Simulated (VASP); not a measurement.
# Si (I4_1/amd) in VASP: single point with LDA

Aim: the single point of Si with LDA.

Program: VASP 6.6.1. These are calculated values, not measurements. Logs are shortened: lines on timing, memory, paths and dates and some standing lists are left out, and cuts for length are marked.

## (1) The cell of the first run

Symmetry: I4_1/amd, No. 141, tetragonal system. The conventional cell has a = 3.820 Å, b = 3.820 Å, c = 5.780 Å, α = 90.00°, β = 90.00°, γ = 90.00°. Within 3.2 Å of Si (site symmetry -4m2) lie 4 Si at 2.39 Å.

## (2) Single point, LDA (mode 6 frozen in at +0.000 Å, normal strain along x +0.0700)

Contents of INCAR:

```
PREC = Accurate
ENCUT = 520
EDIFF = 1E-6
ISMEAR = 0
SIGMA = 0.05
LREAL = False
LASPH = True
NELM = 80
ALGO = Normal
ISIF = 2
LWAVE = False
LCHARG = False
NBANDS = 16
```

Contents of KPOINTS:

```
Automatic mesh
0
Gamma
  10 10 6
```

Contents of POSCAR:

```
Si
1.0
    0.0000000000     -2.7007989451     -2.7007989451
    0.0000000000      2.7007989451     -2.7007989451
    5.7797097425      0.0000000000      0.0000000000
Si
4
Direct
    0.5000000000      0.5000000000      0.0000000000
    0.0000000000      0.0000000000      0.5000000000
    0.0000000000      0.5000000000      0.2500000000
    0.5000000000      0.0000000000      0.7500000000
```

Potentials or basis: VASP PAW LDA potentials, release 64 (Si).

Launch:

```sh
$ cat potpaw_LDA.64/Si/POTCAR > POTCAR
$ mpirun -np 1 vasp_std > vasp.out
```

OUTCAR:

```text
PREC = Accurate
   ENCUT = 520
   EDIFF = 1E-6
   ISMEAR = 0
   LREAL = False
   LASPH = True
   NELM = 80
   ISIF = 2

 ion  position               nearest neighbor table
   1  0.500  0.500  0.000-   3 2.39   4 2.39   4 2.39   3 2.39
   2  0.000  0.000  0.500-   3 2.39   4 2.39   3 2.39   4 2.39
   3  0.000  0.500  0.250-   1 2.39   2 2.39   2 2.39   1 2.39
   4  0.500  0.000  0.750-   1 2.39   2 2.39   1 2.39   2 2.39

  LATTYP: Found a simple tetragonal cell.
 ALAT       =     3.8195064974
 C/A-ratio  =     1.5132085117

  Lattice vectors:

 A1 = (   0.0000000000,  -2.7007989451,  -2.7007989451)
 A2 = (   0.0000000000,   2.7007989451,  -2.7007989451)
 A3 = (   5.7797097425,   0.0000000000,   0.0000000000)

Analysis of symmetry for initial positions (statically):
=====================================================================
 Subroutine PRICEL returns following result:

  LATTYP: Found a body centered tetragonal cell.
 ALAT       =     3.8195064974
 C/A-ratio  =     1.5132085117

  Lattice vectors:

 A1 = (  -2.8898548712,  -2.7007989451,   0.0000000000)
 A2 = (  -2.8898548712,   2.7007989451,   0.0000000000)
 A3 = (   2.8898548712,   0.0000000000,  -2.7007989451)

   2 primitive cells build up your supercell.

 Routine SETGRP: Setting up the symmetry group for a
 simple tetragonal supercell.

 Subroutine GETGRP returns: Found 16 space group operations
 (whereof  8 operations were pure point group operations)
 out of a pool of 16 trial point group operations.

The static configuration has the point symmetry D_2d.
 The point group associated with its full space group is D_4h.

Analysis of symmetry for dynamics (positions and initial velocities):
=====================================================================
 Subroutine PRICEL returns following result:

  LATTYP: Found a body centered tetragonal cell.
 ALAT       =     3.8195064974
 C/A-ratio  =     1.5132085117

  Lattice vectors:

 A1 = (  -2.8898548712,  -2.7007989451,   0.0000000000)
 A2 = (  -2.8898548712,   2.7007989451,   0.0000000000)
 A3 = (   2.8898548712,   0.0000000000,  -2.7007989451)

   2 primitive cells build up your supercell.
[... 98 lines left out ...]
   NGXF,Y,Z  is equivalent  to a cutoff of  24.37, 24.37, 27.61 a.u.
 SYSTEM =  unknown system
   PREC   = accura    normal or accurate (medium, high low for compatibility)
   ISTART =      0    job   : 0-new  1-cont  2-samecut
   ICHARG =      2    charge: 1-file 2-atom 10-const
   ISPIN  =      1    spin polarized calculation?
   LNONCOLLINEAR =      F non collinear calculations
   LSORBIT =      F    spin-orbit coupling
   LASPH  =      T    aspherical Exc in radial PAW
   ENCUT  =  520.0 eV  38.22 Ry    6.18 a.u.   7.10  7.10 10.75*2*pi/ulx,y,z
   NELM   =     80;   NELMIN=  2; NELMDL= -5     # of ELM steps
   EDIFF  = 0.1E-05   stopping-criterion for ELM
   LREAL  =      F    real-space projection
   EDIFFG = 0.1E-04   stopping-criterion for IOM
   NSW    =      0    number of steps for IOM
   IBRION =     -1    ionic relax: 0-MD 1-quasi-New 2-CG
   NFREE  =      0    steps in history (QN), initial steepest desc. (CG)
   ISIF   =      2    stress and relaxation
   ISYM   =      2    0-nonsym 1-usesym 2-fastsym
   POTIM  = 0.5000    time-step for ionic-motion
   TEBEG  =    0.0;   TEEND  =   0.0 temperature during run
   PSTRESS=    0.0 pullay stress
   NELECT =      16.0000    total number of electrons
   NUPDOWN=      -1.0000    fix difference up-down
   EMIN   =  10.00;   EMAX   =-10.00  energy-range for DOS
   EFERMI =   0.00;   METHOD = LEGACY
   ISMEAR =     0;   SIGMA  =   0.05  broadening in eV -4-tet -1-fermi 0-gaus
   EFERMI_NEDOS =   21; number of points for ismear=-14 and -15
   IALGO  =     38    algorithm
   IMIX   =      4    mixing-type and parameters
     AMIX     =   0.40;   BMIX     =  1.00
     AMIX_MAG =   1.60;   BMIX_MAG =  1.00
  volume/ion in A,a.u.               =      21.08       142.25
  Fermi-wavevector in a.u.,A,eV,Ry     =   0.940751  1.777761 12.041323  0.885012
  Thomas-Fermi vector in A             =   2.068194
   LORBIT       =      0    0 simple, 1 ext, 2 COOP (PROOUT), +10 PAW based schemes
   GGA     = CA    functional components
   LHFCALC =     F    Hartree Fock is set to
   AEXX    =    0.0000 exact exchange contribution
   IVDW    =     0    specifies the selected vdW correction
   LEPSILON=     F    determine dielectric tensor
   LRPA    =     F    only Hartree local field effects (RPA)
 non-spin polarized calculation
 Gauss-broadening in eV      SIGMA  =   0.05
  energy-cutoff  :      520.00
  volume of cell :       84.32
 maximum number of plane-waves:      2292
   NGX = 15   NGY = 15   NGZ = 21

 number of electron      16.0000000 magnetization

 Free energy of the ion-electron system (eV)
  ---------------------------------------------------
  ext. energy  EPLUGINS =         0.00000000
  ---------------------------------------------------
  free energy    TOTEN  =       -23.65593486 eV

  energy without entropy =      -23.65593003  energy(sigma->0) =      -23.65593245

 E-fermi :   5.5313     XC(G=0):  -9.4171

 val. band max:        5.4328344212   @ k =   0.0000   0.0000   0.0000
 cond. band min:       5.6355683270   @ k =   0.4000   0.4000   0.0000
 fundamental gap:      0.2027339058
 Fermi energy:         5.5313171717

 k-point     1 :       0.0000    0.0000    0.0000
  band No.  band energies     occupation
      1      -6.3501      2.00000
      2      -2.6375      2.00000
      3      -2.6375      2.00000
      4       2.8812      2.00000
      5       2.8812      2.00000
      6       4.9329      2.00000
[... 433 lines left out ...]
      3      -1.4216      2.00000
      4       1.6733      2.00000
      5       2.4867      2.00000
      6       3.2434      2.00000
[... 8 lines left out ...]
     15      11.7818      0.00000
     16      12.2322      0.00000

 [... further k-points ...]
[... 5 lines left out ...]
  --------------------------------------------------------------------------------------
  -------------------------------------------------------------------------------------
  Total       -5.5043350     -1.7401877     -1.7401877      0.0000000      0.0000000      0.0000000
  in kB     -104.5911427    -33.0663404    -33.0663404      0.0000000      0.0000000      0.0000000
  external PRESSURE =     -56.9079412 kB  Pullay stress =       0.0000000 kB

 VOLUME and BASIS-vectors are now :
 -----------------------------------------------------------------------------
  energy-cutoff  :      520.00
  volume of cell :       84.32
      direct lattice vectors                 reciprocal lattice vectors
     0.000000000 -2.700798945 -2.700798945     0.000000000 -0.185130404 -0.185130404
     0.000000000  2.700798945 -2.700798945     0.000000000  0.185130404 -0.185130404
     5.779709742  0.000000000  0.000000000     0.173019069  0.000000000  0.000000000

 POSITION                                       TOTAL-FORCE (eV/Angst)
 -----------------------------------------------------------------------------------
      0.00000      0.00000     -2.70080        -0.000000     -0.000000     -0.000000
      2.88985      0.00000      0.00000         0.000000     -0.000000      0.000000
      1.44493      1.35040     -1.35040        -0.000000      0.000000      0.000000
      4.33478     -1.35040     -1.35040        -0.000000      0.000000      0.000000
 -----------------------------------------------------------------------------------
    total drift:                               -0.000000      0.000000     -0.000000

  FREE ENERGIE OF THE ION-ELECTRON SYSTEM (eV)
  ---------------------------------------------------
  free  energy   TOTEN  =       -23.6559348631 eV

  energy  without entropy=      -23.6559300308  energy(sigma->0) =      -23.65593245
```

Run time: 32 s. Hardware: 1 thread of AMD EPYC 9R45 (Zen 5), shared host; peak memory 0.17 GiB.

Results:

```
Free energy            : -23.6559 eV
Pressure               : -5.7 GPa
Band gap on the k mesh : 0.20 eV
```

Caveat: the cell differs from its parent crystal (mode 6 frozen in at +0.000 Å, normal strain along x +0.0700). A k mesh can miss the band edges.
